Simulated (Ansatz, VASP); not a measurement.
## Ge in VASP and in Ansatz

```
Ge
1.0
     1.36222   -2.53550    0.00000
     1.36222    2.53550    0.00000
     0.00000    0.00000    2.83314
Ge
1
Direct
  0.50000 0.50000 0.00000
```

Change from the starting cell: strain -0.025 along x and y, +0.050 along z, atoms carried along.

Alike in both runs: task single point; functional r2SCAN; k mesh 20 × 20 × 18; occupations gaussian, width 0.15 eV; no spin polarisation.

|  | VASP | Ansatz |
| --- | --- | --- |
| version | VASP 6.6.1 | Ansatz 0.2.0 |
| potentials or method | VASP PAW PBE potentials, release 64 (Ge_d), cutoff 550 eV | scalar-relativistic, plane waves, PAW |
| valence electrons in the cell | 14 | 14 |

Ansatz gave:

- gap on the k mesh at the Fermi level (eV): none
- pressure (GPa): -2.3
- traceless stress, the component that is largest in VASP (GPa): -7.48

**Question.** Which values does VASP return?

**Answer.** gap on the k mesh at the Fermi level (eV): none; pressure (GPa): -2.4; traceless stress, the component that is largest in VASP (GPa): -7.44.

VASP's potentials were made for PBE, not for r2SCAN. A gap of «none» marks a metal or a gap that the smearing closes. With one functional, cell and mesh, what is left measures potentials, basis and numerics.
